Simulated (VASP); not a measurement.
Wanted: the native input for a VASP 6.6.1 run.

| Property | Result |
| --- | --- |
| Task | single point |
| Functional | PBE |
| Potentials or basis | VASP PAW PBE potentials, release 64 (Ti_sv, H) |
| Cutoff | 520 eV |
| k mesh | 6 × 6 × 1 |
| Occupations | gaussian, width 0.1 eV |
| Spin | no spin polarisation |
| Dipole correction | yes |
| Further INCAR settings | ALGO = Normal; EDIFF = 1e-07; NBANDS = 47 |

The structure of Ti3H lies in POSCAR:

```
Ti3H
1.0
    4.6039800811      0.0000000000      0.0000000000
   -2.3019900405      3.9871637087      0.0000000000
    0.0000000000      0.0000000000     22.4969948581
Ti H
6 2
Direct
    0.6666666667      0.3333333333      0.1778015253
    0.3333333333      0.6666666667      0.2195752601
    0.0000000000      0.0000000000      0.2613489950
    0.6666666667      0.3333333333      0.2980583739
    0.3333333333      0.6666666667      0.3304600279
    0.0000000000      0.0000000000      0.3776946615
    0.2757109188      0.7242890812      0.4545938212
    0.3909557479      0.6090442521      0.4545938212
```

These files were run (other wordings do the same):

INCAR

```
PREC = Accurate
ENCUT = 520
EDIFF = 1E-7
ISMEAR = 0
SIGMA = 0.1
LREAL = False
LASPH = True
NELM = 80
ALGO = Normal
ISIF = 2
LWAVE = False
LCHARG = False
LDIPOL = True
IDIPOL = 3
DIPOL = 0.5 0.5 0.322
GGA = PE
NBANDS = 47
```

KPOINTS

```
regular mesh
0
Gamma
  6 6 1
```

Potentials or basis: VASP PAW PBE potentials, release 64 (Ti_sv, H).

Launch:

```console
$ cat potpaw_PBE.64/Ti_sv/POTCAR potpaw_PBE.64/H/POTCAR > POTCAR
$ mpirun -np 1 vasp_std > vasp.out
```

Results of the run:

```
Largest force          : 2.420 eV/Å
Band gap on the k mesh : zero (band 37 reaches -0.10 eV, above the bottom of band 38 at -0.36 eV)
```

Run time: 7.5 min on 1 thread of Intel(R) Xeon(R) 6975P-C (Granite Rapids) (shared host), peak memory 0.55 GiB.
